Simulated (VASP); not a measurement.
# Mg3ZnS4 (P1) in VASP: relaxation of cell and atoms with PBE

Aim: the relaxation of cell and atoms of Mg3ZnS4 with PBE.

Program: VASP 6.6.1. These are calculated values, not measurements. Logs are shortened: lines on timing, memory, paths and dates and some standing lists are left out, and cuts for length are marked.

### 1 The cell of the first run

The typed cell holds 8 atoms: a = 3.555 Å, b = 3.690 Å, c = 10.451 Å, α = 89.16°, β = 89.79°, γ = 91.82°.

### 2 Relaxation of cell and atoms, PBE

File INCAR:

```
SYSTEM = Mg3ZnS4
ALGO = Normal
EDIFF = 1E-6
EDIFFG = -0.025
ENCUT = 600
GGA = PE
IBRION = 2
ISIF = 3
ISMEAR = 0
LASPH = .TRUE.
LCHARG = .FALSE.
LREAL = .FALSE.
LWAVE = .FALSE.
NELM = 80
NSW = 80
PREC = Accurate
SIGMA = 0.1
```

File KPOINTS:

```
k-points
0
G
  4 4 2
  0 0 0
```

File POSCAR:

```
Mg3ZnS4
1.0
    3.5545524120     -0.0574469105      0.0068375607
   -0.0574469105      3.6899104396      0.0271758158
    0.0193320167      0.0768349048     10.4511068297
Mg Zn S
3 1 4
Direct
   -0.0017530948      0.0290710240      0.7534557369
   -0.0009256038     -0.0012856473      0.2479691677
    0.5060705564      0.5260487877      0.5034006662
    0.4886931604      0.4758302030      0.0114029395
    0.0006217999     -0.0097538065     -0.0042276407
    0.5251698184      0.4955204384      0.2447591000
    0.0004675080     -0.0231180949      0.4990063995
    0.4816558555      0.5076870956      0.7442336309
```

Potentials or basis: VASP PAW PBE potentials, release 64 (Mg, Zn, S).

Started as:

```bash
cat potpaw_PBE.64/Mg/POTCAR potpaw_PBE.64/Zn/POTCAR potpaw_PBE.64/S/POTCAR > POTCAR
mpirun -np 1 vasp_std > vasp.out
```

OUTCAR:

```text
SYSTEM = Mg3ZnS4
   EDIFF = 1E-6
   EDIFFG = -0.025
   ENCUT = 600
   GGA = PE
   IBRION = 2
   ISIF = 3
   ISMEAR = 0
   LASPH = .TRUE.
   LREAL = .FALSE.
   NELM = 80
   NSW = 80
   PREC = Accurate

 ion  position               nearest neighbor table
   1  0.998  0.029  0.753-   8 2.43   5 2.53   8 2.59   8 2.62   8 2.62   7 2.67   3 3.61   3 3.65
                             3 3.65
   2  0.999  0.999  0.248-   6 2.47   6 2.53   6 2.58   7 2.62   5 2.64   6 2.68   3 3.59
   3  0.506  0.526  0.503-   7 2.38   7 2.49   8 2.52   7 2.67   6 2.71   7 2.73   2 3.59   1 3.61
                             1 3.65   1 3.65
   4  0.489  0.476  0.011-   6 2.44   5 2.46   5 2.59   5 2.60   5 2.62   8 2.79
   5  0.001  0.990  0.996-   4 2.46   1 2.53   4 2.59   4 2.60   4 2.62   2 2.64
   6  0.525  0.496  0.245-   4 2.44   2 2.47   2 2.53   2 2.58   2 2.68   3 2.71
   7  0.000  0.977  0.499-   3 2.38   3 2.49   2 2.62   3 2.67   1 2.67   3 2.73
   8  0.482  0.508  0.744-   1 2.43   3 2.52   1 2.59   1 2.62   1 2.62   4 2.79

  LATTYP: Found a triclinic cell.
 ALAT       =     5.0423898192
 B/A-ratio  =     0.7050274372
 C/A-ratio  =     2.0727090763
 COS(alpha) =     0.0036539587
 COS(beta)  =     0.0133241481
 COS(gamma) =     0.6818214492

  Lattice vectors:

 A1 = (  -3.4971055015,  -3.6324635291,  -0.0340133765)
 A2 = (  -3.5545524120,   0.0574469105,  -0.0068375607)
 A3 = (  -0.0193320167,  -0.0768349048, -10.4511068297)

Analysis of symmetry for initial positions (statically):
=====================================================================
 Subroutine PRICEL returns:
 Original cell was already a primitive cell.

 Routine SETGRP: Setting up the symmetry group for a
 triclinic supercell.

 Subroutine GETGRP returns: Found  1 space group operations
 (whereof  1 operations were pure point group operations)
 out of a pool of  2 trial point group operations.

The static configuration has the point symmetry C_1 .

Analysis of symmetry for dynamics (positions and initial velocities):
=====================================================================
 Subroutine PRICEL returns:
 Original cell was already a primitive cell.

 Routine SETGRP: Setting up the symmetry group for a
 triclinic supercell.

 Subroutine GETGRP returns: Found  1 space group operations
 (whereof  1 operations were pure point group operations)
 out of a pool of  2 trial point group operations.

The dynamic configuration has the point symmetry C_1 .

 Subroutine INISYM returns: Found  1 space group operations
 (whereof  1 operations are pure point group operations),
 and found     1 'primitive' translations

----------------------------------------------------------------------------------------

                                     Primitive cell

  volume of cell :     137.0340

  direct lattice vectors                    reciprocal lattice vectors
     3.554552412 -0.057446910  0.006837561     0.281401306  0.004385108 -0.000552763
    -0.057446910  3.689910440  0.027175816     0.004385108  0.271092296 -0.002001140
     0.019332017  0.076834905 10.451106830    -0.000195507 -0.000707785  0.095689211

  length of vectors
     3.555023171  3.690457658 10.451407144     0.281436013  0.271135145  0.095692028

  position of ions in fractional coordinates (direct lattice)
     0.998246905  0.029071024  0.753455737
     0.999074396  0.998714353  0.247969168
     0.506070556  0.526048788  0.503400666
     0.488693160  0.475830203  0.011402940
     0.000621800  0.990246193  0.995772359
     0.525169818  0.495520438  0.244759100
     0.000467508  0.976881905  0.499006399
     0.481655856  0.507687096  0.744233631

  ion indices of the primitive-cell ions
   primitive index   ion index
                 1           1
                 2           2
                 3           3
                 4           4
                 5           5
                 6           6
                 7           7
                 8           8

----------------------------------------------------------------------------------------

 KPOINTS: k-points

Automatic generation of k-mesh.
 Grid dimensions read from file:
 generate k-points for:    4    4    2

 Generating k-lattice:

  Cartesian coordinates                     Fractional coordinates (reciprocal lattice)
     0.070350326  0.001096277 -0.000138191     0.250000000  0.000000000  0.000000000
     0.001096277  0.067773074 -0.000500285     0.000000000  0.250000000 -0.000000000
    -0.000097754 -0.000353893  0.047844605     0.000000000  0.000000000  0.500000000

  Length of vectors
     0.070359003  0.067783786  0.047846014

  Shift w.r.t. Gamma in fractional coordinates (k-lattice)
     0.000000000  0.000000000  0.000000000

 Subroutine IBZKPT returns following result:
 ===========================================

 Found     20 irreducible k-points:

 Following reciprocal coordinates:
            Coordinates               Weight
  0.000000  0.000000  0.000000      1.000000
  0.250000  0.000000 -0.000000      2.000000
  0.500000  0.000000 -0.000000      1.000000
  0.000000  0.250000  0.000000      2.000000
  0.250000  0.250000 -0.000000      2.000000
  0.500000  0.250000  0.000000      2.000000
[... 12 lines left out ...]
  0.250000  0.500000  0.500000      2.000000
  0.500000  0.500000  0.500000      1.000000
   k-points           NKPTS =     20   k-points in BZ     NKDIM =     20   number of bands    NBANDS=     26
   number of dos      NEDOS =    301   number of ions     NIONS =      8
   total plane-waves  NPLWV =  70560
   dimension x,y,z NGX =    28 NGY =   30 NGZ =   84
   dimension x,y,z NGXF=    56 NGYF=   60 NGZF=  168
   ions per type =               3   1   4
   NGX,Y,Z   is equivalent  to a cutoff of  13.09, 13.51, 13.36 a.u.
   NGXF,Y,Z  is equivalent  to a cutoff of  26.19, 27.03, 26.72 a.u.
 SYSTEM =  Mg3ZnS4
   PREC   = accura    normal or accurate (medium, high low for compatibility)
   ISTART =      0    job   : 0-new  1-cont  2-samecut
   ICHARG =      2    charge: 1-file 2-atom 10-const
   ISPIN  =      1    spin polarized calculation?
   LNONCOLLINEAR =      F non collinear calculations
   LSORBIT =      F    spin-orbit coupling
   LASPH  =      T    aspherical Exc in radial PAW
   ENCUT  =  600.0 eV  44.10 Ry    6.64 a.u.   7.10  7.37 20.87*2*pi/ulx,y,z
   NELM   =     80;   NELMIN=  2; NELMDL= -5     # of ELM steps
   EDIFF  = 0.1E-05   stopping-criterion for ELM
   LREAL  =      F    real-space projection
   EDIFFG = -.3E-01   stopping-criterion for IOM
   NSW    =     80    number of steps for IOM
   IBRION =      2    ionic relax: 0-MD 1-quasi-New 2-CG
   NFREE  =      1    steps in history (QN), initial steepest desc. (CG)
   ISIF   =      3    stress and relaxation
   ISYM   =      2    0-nonsym 1-usesym 2-fastsym
   POTIM  = 0.5000    time-step for ionic-motion
   TEBEG  =    0.0;   TEEND  =   0.0 temperature during run
   PSTRESS=    0.0 pullay stress
   NELECT =      42.0000    total number of electrons
   NUPDOWN=      -1.0000    fix difference up-down
   EMIN   =  10.00;   EMAX   =-10.00  energy-range for DOS
   EFERMI =   0.00;   METHOD = LEGACY
   ISMEAR =     0;   SIGMA  =   0.10  broadening in eV -4-tet -1-fermi 0-gaus
   EFERMI_NEDOS =   21; number of points for ismear=-14 and -15
   IALGO  =     38    algorithm
   IMIX   =      4    mixing-type and parameters
     AMIX     =   0.40;   BMIX     =  1.00
     AMIX_MAG =   1.60;   BMIX_MAG =  1.00
  volume/ion in A,a.u.               =      17.13       115.59
  Fermi-wavevector in a.u.,A,eV,Ry     =   1.103778  2.085838 16.576332  1.218326
  Thomas-Fermi vector in A             =   2.240241
   LORBIT       =      0    0 simple, 1 ext, 2 COOP (PROOUT), +10 PAW based schemes
   GGA     = PE    functional components
   LHFCALC =     F    Hartree Fock is set to
   AEXX    =    0.0000 exact exchange contribution
   IVDW    =     0    specifies the selected vdW correction
   LEPSILON=     F    determine dielectric tensor
   LRPA    =     F    only Hartree local field effects (RPA)
 conjugate gradient relaxation of ions
 non-spin polarized calculation
 Gauss-broadening in eV      SIGMA  =   0.10
  energy-cutoff  :      600.00
  volume of cell :      137.03
 maximum number of plane-waves:      4596
   NGX = 15   NGY = 15   NGZ = 41

--------------------------------------- Ionic step        1  -------------------------------------------

 number of electron      42.0000004 magnetization

 Free energy of the ion-electron system (eV)
  ---------------------------------------------------
  ext. energy  EPLUGINS =         0.00000000
  ---------------------------------------------------
  free energy    TOTEN  =       -31.31987061 eV

  energy without entropy =      -31.31987061  energy(sigma->0) =      -31.31987061

------------------------ aborting loop because EDIFF is reached ----------------------------------------

  FORCE on cell =-STRESS in cart. coord.  units (eV):
  Direction    XX          YY          ZZ          XY          YZ          ZX
  --------------------------------------------------------------------------------------
  -------------------------------------------------------------------------------------
  Total        5.4154889      1.5481240      1.2120649      1.8272047     -0.8305163     -0.2446950
  in kB       63.3169174     18.1003865     14.1712434     21.3633469     -9.7102463     -2.8609292
  external PRESSURE =      31.8628491 kB  Pullay stress =       0.0000000 kB
[... 69 lines left out ...]
  energy  without entropy=      -31.5123596890  energy(sigma->0) =      -31.51235969

--------------------------------------- Ionic step        3  -------------------------------------------

 number of electron      41.9999991 magnetization

 E-fermi :   3.9536     XC(G=0):  -9.7758

 val. band max:        3.5268309235   @ k =   0.0000   0.5000   0.0000
 cond. band min:       4.4401813096   @ k =   0.5000   0.5000  -0.0000
 fundamental gap:      0.9133503861
 Fermi energy:         3.9536292783

 k-point     1 :       0.0000    0.0000    0.0000
  band No.  band energies     occupation
      1      -9.3364      2.00000
      2      -8.6218      2.00000
      3      -8.5608      2.00000
      4      -7.7114      2.00000
      5      -2.5506      2.00000
      6      -2.5183      2.00000
[... 604 lines left out ...]
  FREE ENERGIE OF THE ION-ELECTRON SYSTEM (eV)
  ---------------------------------------------------
  free  energy   TOTEN  =       -31.5136724523 eV

  energy  without entropy=      -31.5136724522  energy(sigma->0) =      -31.51367245

[... ionic steps 4 to 11 ...]

--------------------------------------- Ionic step       12  -------------------------------------------

 number of electron      42.0000005 magnetization

------------------------ aborting loop because EDIFF is reached ----------------------------------------

  FORCE on cell =-STRESS in cart. coord.  units (eV):
  Direction    XX          YY          ZZ          XY          YZ          ZX
  --------------------------------------------------------------------------------------
  -------------------------------------------------------------------------------------
  Total        0.0383658      0.0521288      0.1042527      0.0399075      0.0025021      0.0026756
  in kB        0.4369105      0.5936436      1.1872326      0.4544679      0.0284938      0.0304698
  external PRESSURE =       0.7392622 kB  Pullay stress =       0.0000000 kB
[... 69 lines left out ...]
  energy  without entropy=      -31.6015642443  energy(sigma->0) =      -31.60156424

--------------------------------------- Ionic step       14  -------------------------------------------

 number of electron      42.0000005 magnetization

 Free energy of the ion-electron system (eV)
  ---------------------------------------------------
  ext. energy  EPLUGINS =         0.00000000
  ---------------------------------------------------
  free energy    TOTEN  =       -31.60210357 eV

  energy without entropy =      -31.60210357  energy(sigma->0) =      -31.60210357

 E-fermi :   4.1860     XC(G=0):  -9.8860

 val. band max:        3.7377479650   @ k =   0.0000   0.5000   0.0000
 cond. band min:       4.8380269315   @ k =   0.5000   0.5000  -0.0000
 fundamental gap:      1.1002789665
 Fermi energy:         4.1860042153

 k-point     1 :       0.0000    0.0000    0.0000
  band No.  band energies     occupation
      1      -9.2303      2.00000
      2      -8.4964      2.00000
      3      -8.4262      2.00000
      4      -7.5348      2.00000
      5      -2.2733      2.00000
      6      -2.2473      2.00000
[... 604 lines left out ...]
  FREE ENERGIE OF THE ION-ELECTRON SYSTEM (eV)
  ---------------------------------------------------
  free  energy   TOTEN  =       -31.6021035723 eV

  energy  without entropy=      -31.6021035722  energy(sigma->0) =      -31.60210357

 reached required accuracy - stopping structural energy minimisation
```

It took 12 min on 1 thread of Intel Xeon Platinum 8488C (Sapphire Rapids), shared host; peak memory 0.31 GiB.

What came out:

```
Free energy                           : -31.6021 eV
Relaxed volume                        : 17.61 Å³/atom
Relaxed cell                          : a = 3.691 Å, b = 3.689 Å, c = 10.347 Å, α = 90.02°, β = 90.01°, γ = 89.78°
Space group after relaxing (to 0.1 Å) : Pm (No. 6)
Energy gained by relaxing             : 35.3 meV/atom
Ionic steps                           : 14
Pressure after relaxing               : 0.0 GPa
Largest force after relaxing          : 0.024 eV/Å
Band gap on the k mesh                : 1.10 eV (least direct gap 1.58 eV)
```

Forces on the atoms (eV/Å):
```
Mg   0.008 -0.013  0.000
Mg  -0.003  0.014  0.016
Mg   0.000 -0.013 -0.002
Zn  -0.004 -0.019  0.013
S   -0.001  0.009  0.004
S   -0.019  0.012 -0.004
S    0.001  0.017 -0.017
S    0.018 -0.005 -0.010
```

The path:
| step | energy change (eV) | largest force (eV/Å) | pressure (GPa) | volume (Å³) |
| --- | --- | --- | --- | --- |
| 1 | 0.0000 | 0.9610 | 3.19 | 137.03 |
| 2 | -0.1925 | 0.3556 | -1.30 | 143.85 |
| 3 | -0.1938 | 0.3194 | -1.65 | 144.50 |
| 4 | -0.2425 | 0.2432 | -0.43 | 141.84 |
| 5 | -0.2516 | 0.2054 | 0.40 | 140.20 |
| 6 | -0.2631 | 0.1602 | 0.13 | 140.56 |
| 7 | -0.2706 | 0.1869 | -0.28 | 141.25 |
| 8 | -0.2757 | 0.1336 | 0.17 | 140.46 |
| 9 | -0.2763 | 0.1165 | 0.33 | 140.15 |
| 10 | -0.2801 | 0.0616 | -0.10 | 140.96 |
| 11 | -0.2803 | 0.0596 | -0.22 | 141.19 |
| 12 | -0.2817 | 0.0436 | 0.07 | 140.69 |
| 13 | -0.2817 | 0.0446 | 0.09 | 140.66 |
| 14 | -0.2822 | 0.0241 | -0.03 | 140.87 |

Final structure:
```xyz
8
Lattice="3.6906 0.0070 -0.0002 0.0071 3.6891 -0.0007 -0.0008 -0.0021 10.3471" Properties=species:S:1:pos:R:3 pbc="T T T"
Mg    3.6840    0.0276    7.7873
Mg    0.0217    3.6863    2.5556
Mg    1.8536    1.8594    5.1737
Zn    1.8005    1.7513   10.3417
S     0.0111    0.0212   10.3463
S     1.8671    1.8538    2.5495
S     0.0049    0.0072    5.1776
S     1.8461    1.8710    7.8010
```

Caveat: the k points lie up to 0.43 Å⁻¹ apart in the final cell. A k mesh can miss the band edges.
